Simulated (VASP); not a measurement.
**MgO: single point with PBEsol**

MgO:

```
O Mg
1.0
     8.42881    0.00000    0.00000
     0.00000    8.42881    0.00000
     0.00000    0.00000    8.42881
O Mg
32 32
Direct
  0.25000 0.00000 0.00000
  0.25000 0.00000 0.50000
  0.25000 0.50000 0.00000
  0.25000 0.50000 0.50000
  0.75000 0.00000 0.00000
  0.75000 0.00000 0.50000
  0.75000 0.50000 0.00000
  0.75000 0.50000 0.50000
  0.00000 0.25000 0.00000
  0.00000 0.25000 0.50000
  0.00000 0.75000 0.00000
  0.00000 0.75000 0.50000
  0.50000 0.25000 0.00000
  0.50000 0.25000 0.50000
  0.50000 0.75000 0.00000
  0.50000 0.75000 0.50000
  0.00000 0.00000 0.25000
  0.00000 0.00000 0.75000
  0.00000 0.50000 0.25000
  0.00000 0.50000 0.75000
  0.50000 0.00000 0.25000
  0.50000 0.00000 0.75000
  0.50000 0.50000 0.25000
  0.50000 0.50000 0.75000
  0.25000 0.25000 0.25000
  0.25000 0.25000 0.75000
  0.25000 0.75000 0.25000
  0.25000 0.75000 0.75000
  0.75000 0.25000 0.25000
  0.75000 0.25000 0.75000
  0.75000 0.75000 0.25000
  0.75000 0.75000 0.75000
  0.00000 0.00000 0.00000
  0.00000 0.00000 0.50000
  0.00000 0.50000 0.00000
  0.00000 0.50000 0.50000
  0.50000 0.00000 0.00000
  0.50000 0.00000 0.50000
  0.50000 0.50000 0.00000
  0.50000 0.50000 0.50000
  0.25000 0.25000 0.00000
  0.25000 0.25000 0.50000
  0.25000 0.75000 0.00000
  0.25000 0.75000 0.50000
  0.75000 0.25000 0.00000
  0.75000 0.25000 0.50000
  0.75000 0.75000 0.00000
  0.75000 0.75000 0.50000
  0.25000 0.00000 0.25000
  0.25000 0.00000 0.75000
  0.25000 0.50000 0.25000
  0.25000 0.50000 0.75000
  0.75000 0.00000 0.25000
  0.75000 0.00000 0.75000
  0.75000 0.50000 0.25000
  0.75000 0.50000 0.75000
  0.00000 0.25000 0.25000
  0.00000 0.25000 0.75000
  0.00000 0.75000 0.25000
  0.00000 0.75000 0.75000
  0.50000 0.25000 0.25000
  0.50000 0.25000 0.75000
  0.50000 0.75000 0.25000
  0.50000 0.75000 0.75000
```

```yaml
Program: VASP 6.6.1
Task: single point
Functional: PBEsol
Potentials_or_basis: VASP PAW PBE potentials, release 64 (O, Mg)
Cutoff: 520 eV
k_mesh: 1 × 1 × 1, shifted
Occupations: fermi-dirac, width 0.05 eV
Spin: no spin polarisation
Dipole_correction: no
Further_INCAR_settings: LREAL = Auto; ALGO = Normal; EDIFF = 1e-06; NBANDS = 166; ISYM = 0
```

```
Pressure               : -0.5 GPa
Band gap on the k mesh : 5.64 eV
```

Levels at points of the mesh, in eV from the valence-band top:
```
           k point  band 126  band 127  band 128  band 129  band 130  band 131
(0.25, 0.25, 0.25)     -0.32      0.00      0.00      5.64      7.24      7.24
```

Run time: 28 min on 1 thread of Intel Xeon 8259CL, with other jobs on the host, peak memory 0.7 GiB.

Caveat: the PAW data sets were made with another functional, which shifts forces and pressure a little; a shifted mesh leaves out Γ, where band edges can lie. A k mesh can miss the band edges.
